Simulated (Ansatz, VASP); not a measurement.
Two plane-wave programs on ZrB2

```xyz
3
Lattice="3.1674 0.0000 0.0000 -1.5837 2.7431 0.0000 0.0000 0.0000 3.5512" Properties=species:S:1:pos:R:3 pbc="T T T"
Zr    0.0000    0.0000    0.0000
B     0.0000    1.8287    1.7756
B     1.5837    0.9144    1.7756
```

Alike in both runs: functional r2SCAN; k mesh 18 × 18 × 12; occupations gaussian, width 0.1 eV; no spin polarisation.

Ansatz relaxed the structure, and its values are those at the end. VASP's run is a single point on that final structure, the one shown.

|  | VASP | Ansatz |
| --- | --- | --- |
| version | VASP 6.6.1 | Ansatz 0.2.0 |
| potentials or method | VASP PAW PBE potentials, release 64 (Zr_sv, B), cutoff 520 eV | scalar-relativistic, plane waves, PAW |
| valence electrons in the cell | 18 | 18 |

Ansatz gave:

- gap on the k mesh at the Fermi level (eV): none
- pressure (GPa): 0.0

**Question.** Which values does VASP return?

**Answer.** gap on the k mesh at the Fermi level (eV): none; pressure (GPa): 0.1.

VASP's potentials were made for PBE, not for r2SCAN. A gap of «none» marks a metal or a gap that the smearing closes. The functional is the same, so the differences come from potentials, cutoffs and numerics.
